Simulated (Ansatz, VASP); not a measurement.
Se: VASP beside Ansatz

```xyz
2
Lattice="0.0000 2.9554 2.9554 2.9554 0.0000 2.9554 2.9554 2.9554 0.0000" Properties=species:S:1:pos:R:3 pbc="T T T"
Se    0.7389    0.7389    0.7389
Se    5.1720    5.1720    5.1720
```

Alike in both runs: task single point; functional LDA; k mesh 10 × 10 × 10; occupations fermi-dirac, width 0.1 eV; no spin polarisation.

```csv
,VASP,Ansatz
version,VASP 6.6.1,Ansatz 0.2.0
potentials or method,"VASP PAW LDA potentials, release 64 (Se), cutoff 520 eV","plane waves (420 eV) with PAW, scalar-relativistic"
valence electrons in the cell,12,32
```

VASP gave:

- pressure (GPa): 8.1

**Question.** Which values does Ansatz return?

**Answer.** Pressure (GPa): 7.8.

Ansatz warns that its potentials were made for another functional, while VASP's fit it. LDA's correlation is that of Perdew and Zunger in VASP and of Perdew and Wang (1992) in Ansatz. VASP's potentials hold 12 valence electrons a cell and Ansatz's 32, so a difference there can come from the potentials and not from the codes.
